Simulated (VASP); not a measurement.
A run of VASP 6.6.1:

INCAR

```
  PREC = Accurate
  ENCUT = 520
  EDIFF = 1E-6
  ISMEAR = 0
  SIGMA = 0.01
  LREAL = F
  LASPH = T
  NELM = 60
  ALGO = Normal
  ISIF = 2
  LWAVE = F
  LCHARG = F
  GGA = PE
  NBANDS = 14
```

The input KPOINTS:

```
regular mesh
0
Gamma
  4 4 4
```

Contents of POSCAR:

```
NaI
1.0
    0.0000000000      3.2297205401      3.2297205401
    3.2297205401      0.0000000000      3.2297205401
    3.2297205401      3.2297205401      0.0000000000
Na I
1 1
Direct
    0.0000000000      0.0000000000      0.0000000000
    0.5000000000      0.5000000000      0.5000000000
```

Potentials or basis: VASP PAW PBE potentials, release 64 (Na_pv, I).

Command:

```sh
$ cat potpaw_PBE.64/Na_pv/POTCAR potpaw_PBE.64/I/POTCAR > POTCAR
$ mpirun -np 1 vasp_std > vasp.out
```

Hardware: 1 thread of Intel(R) Xeon(R) Platinum 8259CL CPU @ 2.50GHz (Skylake/Cascade Lake), on a shared host.

Estimate the wall time of this run.

It took 8.9 s on 1 thread of Intel(R) Xeon(R) Platinum 8259CL CPU @ 2.50GHz (Skylake/Cascade Lake), with other jobs on the host, peak memory 0.2 GiB. Counts: scf iterations 11, k points 8.
